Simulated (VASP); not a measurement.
# GaNi (Pm-3m) in VASP: further runs, part 2 of 2

VASP 6.6.1. Earlier steps stand in the parts before.

## 3. Vibrations by perturbation theory, LDA

This run uses another cell than the first one, of 11.48 Å³/atom, 1.025 times its volume.

The input, INCAR:

```
SYSTEM = GaNi
PREC = Accurate
ENCUT = 520
EDIFF = 1E-8
ISMEAR = -1
SIGMA = 0.15
LREAL = .False.
LASPH = .True.
NELM = 60
ALGO = Normal
ISIF = 2
LWAVE = .False.
LCHARG = .True.
IBRION = 8
NSW = 1
```

The input, KPOINTS:

```
regular mesh
0
Gamma
  14 14 14
  0 0 0
```

The input, POSCAR:

```
GaNi
1.0
    2.8422976134      0.0000000000      0.0000000000
    0.0000000000      2.8422976134      0.0000000000
    0.0000000000      0.0000000000      2.8422976134
Ga Ni
1 1
Direct
    0.0000000000      0.0000000000      0.0000000000
    0.5000000000      0.5000000000      0.5000000000
```

Potentials or basis: VASP PAW LDA potentials, release 64 (Ga_d, Ni).

On the command line:

```sh
$ cat potpaw_LDA.64/Ga_d/POTCAR potpaw_LDA.64/Ni/POTCAR > POTCAR
$ mpirun -np 1 vasp_std > vasp.out
```

OUTCAR:

```text
SYSTEM = GaNi
   PREC = Accurate
   ENCUT = 520
   EDIFF = 1E-8
   ISMEAR = -1
   LREAL = .False.
   LASPH = .True.
   NELM = 60
   ISIF = 2
   IBRION = 8
   NSW = 1

 ion  position               nearest neighbor table
   1  0.000  0.000  0.000-   2 2.46   2 2.46   2 2.46   2 2.46   2 2.46   2 2.46   2 2.46   2 2.46

   2  0.500  0.500  0.500-   1 2.46   1 2.46   1 2.46   1 2.46   1 2.46   1 2.46   1 2.46   1 2.46

  LATTYP: Found a simple cubic cell.
 ALAT       =     2.8422976134

  Lattice vectors:

 A1 = (   2.8422976134,   0.0000000000,   0.0000000000)
 A2 = (   0.0000000000,   2.8422976134,   0.0000000000)
 A3 = (   0.0000000000,   0.0000000000,   2.8422976134)

Analysis of symmetry for initial positions (statically):
=====================================================================
 Subroutine PRICEL returns:
 Original cell was already a primitive cell.

 Routine SETGRP: Setting up the symmetry group for a
 simple cubic supercell.

 Subroutine GETGRP returns: Found 48 space group operations
 (whereof 48 operations were pure point group operations)
 out of a pool of 48 trial point group operations.

The static configuration has the point symmetry O_h .

Analysis of symmetry for dynamics (positions and initial velocities):
=====================================================================
 Subroutine PRICEL returns:
 Original cell was already a primitive cell.

 Routine SETGRP: Setting up the symmetry group for a
 simple cubic supercell.

 Subroutine GETGRP returns: Found 48 space group operations
 (whereof 48 operations were pure point group operations)
 out of a pool of 48 trial point group operations.

The dynamic configuration has the point symmetry O_h .

 Subroutine INISYM returns: Found 48 space group operations
 (whereof 48 operations are pure point group operations),
 and found     1 'primitive' translations

----------------------------------------------------------------------------------------

                                     Primitive cell

  volume of cell :      22.9619

  direct lattice vectors                    reciprocal lattice vectors
     2.842297613  0.000000000  0.000000000     0.351828041  0.000000000  0.000000000
     0.000000000  2.842297613  0.000000000     0.000000000  0.351828041  0.000000000
     0.000000000  0.000000000  2.842297613     0.000000000  0.000000000  0.351828041

  length of vectors
     2.842297613  2.842297613  2.842297613     0.351828041  0.351828041  0.351828041

  position of ions in fractional coordinates (direct lattice)
     0.000000000  0.000000000  0.000000000
     0.500000000  0.500000000  0.500000000

[... 142 lines left out ...]
      8       6.7356      2.00000
      9       8.3163      1.99994
     10       8.3163      1.99994
     11       8.3163      1.99994
     12      14.8897      0.00000
     13      14.8897      0.00000
     14      14.8897      0.00000
[... 401 lines left out ...]
      2      -5.4159      2.00000
      3      -5.3224      2.00000
      4      -5.2982      2.00000
      5      -5.2645      2.00000
      6       0.5004      2.00000
      7       5.2329      2.00000
      8       6.9065      2.00000
      9       7.3919      2.00000
     10       7.6916      2.00000
     11       8.1264      1.99998
     12       9.6123      1.71791
     13      13.6527      0.00000
     14      19.0412      0.00000
     15      19.2063      0.00000

 [... further k-points ...]

------------------------ aborting loop because EDIFF is reached ----------------------------------------

  FORCE on cell =-STRESS in cart. coord.  units (eV):
  Direction    XX          YY          ZZ          XY          YZ          ZX
  --------------------------------------------------------------------------------------
  -------------------------------------------------------------------------------------
  Total        0.0805874      0.0805874      0.0805874      0.0000000      0.0000000     -0.0000000
  in kB        5.6230139      5.6230139      5.6230139      0.0000000      0.0000000     -0.0000000
  external PRESSURE =       5.6230139 kB  Pullay stress =       0.0000000 kB

 VOLUME and BASIS-vectors are now :
 -----------------------------------------------------------------------------
  energy-cutoff  :      520.00
  volume of cell :       22.96
      direct lattice vectors                 reciprocal lattice vectors
     2.842297613  0.000000000  0.000000000     0.351828041  0.000000000  0.000000000
     0.000000000  2.842297613  0.000000000     0.000000000  0.351828041  0.000000000
     0.000000000  0.000000000  2.842297613     0.000000000  0.000000000  0.351828041

 POSITION                                       TOTAL-FORCE (eV/Angst)
 -----------------------------------------------------------------------------------
      0.00000      0.00000      0.00000         0.000000      0.000000      0.000000
      1.42115      1.42115      1.42115         0.000000      0.000000      0.000000
 -----------------------------------------------------------------------------------
    total drift:                                0.000000      0.000000     -0.000000

  FREE ENERGIE OF THE ION-ELECTRON SYSTEM (eV)
  ---------------------------------------------------
  free  energy   TOTEN  =       -11.0957955985 eV

  energy  without entropy=      -11.0336854512  energy(sigma->0) =      -11.06474052

[... ionic steps 2 to 3 ...]

--------------------------------------- Ionic step        4  -------------------------------------------

------------------------ aborting loop because EDIFF is reached ----------------------------------------

[... ionic steps 5 to 6 ...]

--------------------------------------- Ionic step        7  -------------------------------------------

 Free energy of the ion-electron system (eV)
  ---------------------------------------------------
  ---------------------------------------------------
  free energy    TOTEN  =        -0.18701330 eV

  energy without entropy =       -0.18701327

------------------------ aborting loop because EDIFF is reached ----------------------------------------

 INTERNAL STRAIN TENSOR  FOR ION    2  DIRECTION 1   (eV/Angst):
 -----------------------------------------------------------------------------
     0.02098  0.00000 -0.00000
    -0.00000  0.00939 -0.00000
    -0.00000 -0.00000  0.00939

 INTERNAL STRAIN TENSOR FOR ION    2 for displacements in x,y,z  (eV/Angst):
          X           Y           Z          XY          YZ          ZX
  --------------------------------------------------------------------------------
  x     0.00000     0.00000     0.00000     0.00000     0.00000     0.00000
  y     0.00000     0.00000     0.00000     0.00000     0.00000     0.00000
  z     0.00000     0.00000     0.00000     0.00000     0.00000     0.00000

 SECOND DERIVATIVES (NOT SYMMETRIZED)
 ------------------------------------
               1X          1Y          1Z          2X          2Y          2Z
  1X    -5.692378    0.000000    0.000000    5.692378   -0.000000    0.000000
  1Y     0.000000   -5.692378   -0.000000   -0.000000    5.692378    0.000000
  1Z     0.000000    0.000000   -5.692378   -0.000000   -0.000000    5.692378
  2X     5.684570   -0.000000   -0.000000   -5.684570    0.000000    0.000000
  2Y    -0.000000    5.684570   -0.000000    0.000000   -5.684570    0.000000
  2Z    -0.000000   -0.000000    5.684570    0.000000    0.000000   -5.684570

 Eigenvectors and eigenvalues of the dynamical matrix
 ----------------------------------------------------

   1 f  =    6.604961 THz    41.500193 2PiTHz  220.317780 cm-1    27.315911 meV
             X         Y         Z           dx          dy          dz
      0.000000  0.000000  0.000000     0.301814   -0.605175   -0.007280
      1.421149  1.421149  1.421149    -0.328736    0.659157    0.007930
[... 21 lines left out ...]
   6 f/i=    0.002258 THz     0.014188 2PiTHz    0.075324 cm-1     0.009339 meV
             X         Y         Z           dx          dy          dz
      0.000000  0.000000  0.000000    -0.019205    0.736048    0.021986
      1.421149  1.421149  1.421149    -0.017632    0.675769    0.020185

--------------------------------------------------------------------------------------------------------

 ELASTIC MODULI CONTR FROM IONIC RELAXATION (kBar)
 Direction    XX          YY          ZZ          XY          YZ          ZX
 --------------------------------------------------------------------------------
 XX           0.0000      0.0000      0.0000      0.0000      0.0000      0.0000
 YY           0.0000      0.0000      0.0000      0.0000      0.0000      0.0000
 ZZ           0.0000      0.0000      0.0000      0.0000      0.0000      0.0000
 XY           0.0000      0.0000      0.0000      0.0000      0.0000      0.0000
 YZ           0.0000      0.0000      0.0000      0.0000      0.0000      0.0000
 ZX           0.0000      0.0000      0.0000      0.0000      0.0000      0.0000
 --------------------------------------------------------------------------------
```

OSZICAR:

```text
N       E                     dE             d eps       ncg     rms          rms(c)
DAV:   1     0.899508612006E+02    0.89951E+02   -0.11729E+04  3936   0.279E+03
DAV:   2    -0.802964390867E+01   -0.97981E+02   -0.96304E+02  3705   0.346E+02
[... 44 lines left out ...]
RMM:   8    -0.187015262528E+00    0.76218E-06   -0.24570E-08 16252   0.155E-03    0.187E-04
RMM:   9    -0.187014088803E+00    0.11737E-05   -0.52377E-09 17831   0.553E-04    0.679E-05
RMM:  10    -0.187013129686E+00    0.95912E-06   -0.20916E-09 17774   0.222E-04    0.315E-05
RMM:  11    -0.187013285106E+00   -0.15542E-06   -0.15169E-09 17269   0.118E-04    0.569E-06
RMM:  12    -0.187013302081E+00   -0.16975E-07   -0.13512E-09 18612   0.557E-05    0.411E-06
RMM:  13    -0.187013297420E+00    0.46611E-08   -0.13314E-09 17529   0.357E-05    0.392E-06
 Linear response finished
```

Run time: 98 s. Hardware: 1 thread of Intel Xeon 6975P-C (Granite Rapids), shared host; peak memory 0.37 GiB.

Results:

| Property | Result |
| --- | --- |
| Highest phonon frequency at Γ, LO-TO splitting left out | 220 cm⁻¹ |

Phonon frequencies in cm⁻¹ (negative: imaginary):
| q point | frequencies |
| --- | --- |
| (0.000, 0.000, 0.000) | 0 0 0 220 220 220 |

## 4. Vibrations by perturbation theory, LDA

This run uses another cell than the first one, of 10.74 Å³/atom, 0.959 times its volume.

The input, INCAR:

```
SYSTEM = GaNi
  ALGO = Normal
  EDIFF = 1E-8
  ENCUT = 520
  IBRION = 8
  ISIF = 2
  ISMEAR = -1
  LASPH = .TRUE.
  LCHARG = .FALSE.
  LREAL = .FALSE.
  LWAVE = .FALSE.
  NELM = 60
  NSW = 1
  PREC = Accurate
  SIGMA = 0.15
```

The input, KPOINTS:

```
k-points
0
G
  16 16 16
  0 0 0
```

The input, POSCAR:

```
GaNi
1.0
    2.7797510308      0.0000000000      0.0000000000
    0.0000000000      2.7797510308      0.0000000000
    0.0000000000      0.0000000000      2.7797510308
Ga Ni
1 1
Direct
    0.0000000000      0.0000000000      0.0000000000
    0.5000000000      0.5000000000      0.5000000000
```

Potentials or basis: VASP PAW LDA potentials, release 64 (Ga_d, Ni).

On the command line:

```sh
$ cat potpaw_LDA.64/Ga_d/POTCAR potpaw_LDA.64/Ni/POTCAR > POTCAR
$ mpirun -np 1 vasp_std > vasp.out
```

OUTCAR:

```text
SYSTEM = GaNi
   EDIFF = 1E-8
   ENCUT = 520
   IBRION = 8
   ISIF = 2
   ISMEAR = -1
   LASPH = .TRUE.
   LREAL = .FALSE.
   NELM = 60
   NSW = 1
   PREC = Accurate

 ion  position               nearest neighbor table
   1  0.000  0.000  0.000-   2 2.41   2 2.41   2 2.41   2 2.41   2 2.41   2 2.41   2 2.41   2 2.41

   2  0.500  0.500  0.500-   1 2.41   1 2.41   1 2.41   1 2.41   1 2.41   1 2.41   1 2.41   1 2.41

  LATTYP: Found a simple cubic cell.
 ALAT       =     2.7797510308

[... 689 lines left out ...]
               1X          1Y          1Z          2X          2Y          2Z
  1X    -7.788382    0.000000    0.000000    7.788382   -0.000000   -0.000000
  1Y     0.000000   -7.788382    0.000000   -0.000000    7.788382   -0.000000
  1Z    -0.000000   -0.000000   -7.788382    0.000000    0.000000    7.788382
  2X     7.793860    0.000000    0.000000   -7.793860   -0.000000   -0.000000
  2Y     0.000000    7.793860    0.000000   -0.000000   -7.793860   -0.000000
  2Z    -0.000000    0.000000    7.793860    0.000000   -0.000000   -7.793860

 Eigenvectors and eigenvalues of the dynamical matrix
 ----------------------------------------------------

   1 f  =    7.730217 THz    48.570386 2PiTHz  257.852284 cm-1    31.969594 meV
             X         Y         Z           dx          dy          dz
      0.000000  0.000000  0.000000     0.377785    0.560486    0.000000
      1.389876  1.389876  1.389876    -0.411911   -0.611116    0.000000
[... 21 lines left out ...]
   6 f/i=    0.001354 THz     0.008506 2PiTHz    0.045156 cm-1     0.005599 meV
             X         Y         Z           dx          dy          dz
      0.000000  0.000000  0.000000    -0.041794   -0.072110    0.732248
      1.389876  1.389876  1.389876    -0.038331   -0.066136    0.671583

--------------------------------------------------------------------------------------------------------

 ELASTIC MODULI CONTR FROM IONIC RELAXATION (kBar)
 Direction    XX          YY          ZZ          XY          YZ          ZX
 --------------------------------------------------------------------------------
 XX           0.0000      0.0000      0.0000      0.0000      0.0000      0.0000
 YY           0.0000      0.0000      0.0000      0.0000      0.0000      0.0000
 ZZ           0.0000      0.0000      0.0000      0.0000      0.0000      0.0000
 XY           0.0000      0.0000      0.0000      0.0000      0.0000      0.0000
 YZ           0.0000      0.0000      0.0000      0.0000      0.0000      0.0000
 ZX           0.0000      0.0000      0.0000      0.0000      0.0000      0.0000
 --------------------------------------------------------------------------------
```

OSZICAR:

```text
N       E                     dE             d eps       ncg     rms          rms(c)
DAV:   1     0.906845421927E+02    0.90685E+02   -0.11836E+04  5478   0.286E+03
DAV:   2    -0.802429490395E+01   -0.98709E+02   -0.96939E+02  5118   0.348E+02
[... 44 lines left out ...]
RMM:   8    -0.187058296263E+00    0.41190E-06   -0.29821E-08 23710   0.152E-03    0.170E-04
RMM:   9    -0.187057112902E+00    0.11834E-05   -0.87407E-09 25319   0.544E-04    0.596E-05
RMM:  10    -0.187056298838E+00    0.81406E-06   -0.65054E-09 25129   0.236E-04    0.298E-05
RMM:  11    -0.187056457687E+00   -0.15885E-06   -0.55882E-09 24625   0.134E-04    0.523E-06
RMM:  12    -0.187056476151E+00   -0.18464E-07   -0.55926E-09 26302   0.739E-05    0.430E-06
RMM:  13    -0.187056471451E+00    0.47000E-08   -0.54978E-09 24903   0.544E-05    0.331E-06
 Linear response finished
```

stdout:

```text
POSCAR found type information on POSCAR GaNi
 POSCAR found :  2 types and       2 ions
 scaLAPACK will be used
 LDA part: xc-table for (Slater(with rela. corr.)+CA(PZ))
 , standard interpolation
 POSCAR, INCAR and KPOINTS ok, starting setup
 FFT: planning ... GRIDC
 FFT: planning ... GRID_SOFT
 FFT: planning ... GRID
 WAVECAR not read
 entering main loop
 Linear response reoptimize wavefunctions to high precision
 Linear response DOF=           2
 Linear response progress:
 first order change of Fermi-energy  -0.18157E-03
 force on displaced ion       1 direction 1 :  -7.788   0.000   0.000
 Linear response progress:
 first order change of Fermi-energy   0.23743E-02
 force on displaced ion       2 direction 1 :  -7.794  -0.000  -0.000
 Linear response finished
```

It took 2.3 min on 1 thread of Intel Xeon 6975P-C (Granite Rapids), shared host; peak memory 0.39 GiB.

What came out:

```
Highest phonon frequency at Γ, LO-TO splitting left out : 258 cm⁻¹
```

Phonon frequencies in cm⁻¹ (negative: imaginary):
```csv
q point,frequencies
"(0.000, 0.000, 0.000)",0 0 0 258 258 258
```

Caveat: the cell wasn't relaxed at this level first, which shifts response properties. Spin polarisation is off, so any magnetic state and its effect on volume and gap are missing.
